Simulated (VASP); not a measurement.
A run of VASP 6.6.1 is set up as follows.

INCAR

```
  ALGO = Normal
  EDIFF = 1E-6
  ENCUT = 500
  GGA_COMPAT = F
  ISIF = 2
  ISMEAR = 1
  LASPH = T
  LCHARG = T
  LELF = T
  LREAL = F
  LVHAR = T
  LWAVE = F
  NBANDS = 8
  NELM = 120
  PREC = Accurate
  SIGMA = 0.15
```

Contents of KPOINTS:

```
k-points
0
Gamma
  12 12 12
```

File POSCAR:

```
Sb
1.0
   -1.8549715621      1.8549715621      1.8549715621
    1.8549715621     -1.8549715621      1.8549715621
    1.8549715621      1.8549715621     -1.8549715621
Sb
1
Direct
    0.0000000000      0.0000000000      0.0000000000
```

Potentials or basis: VASP PAW LDA potentials, release 64 (Sb).

Run with:

```sh
$ cat potpaw_LDA.64/Sb/POTCAR > POTCAR
$ mpirun -np 1 vasp_std > vasp.out
```

(1) Predict the pressure.

Answers

(1) 0.1 GPa.
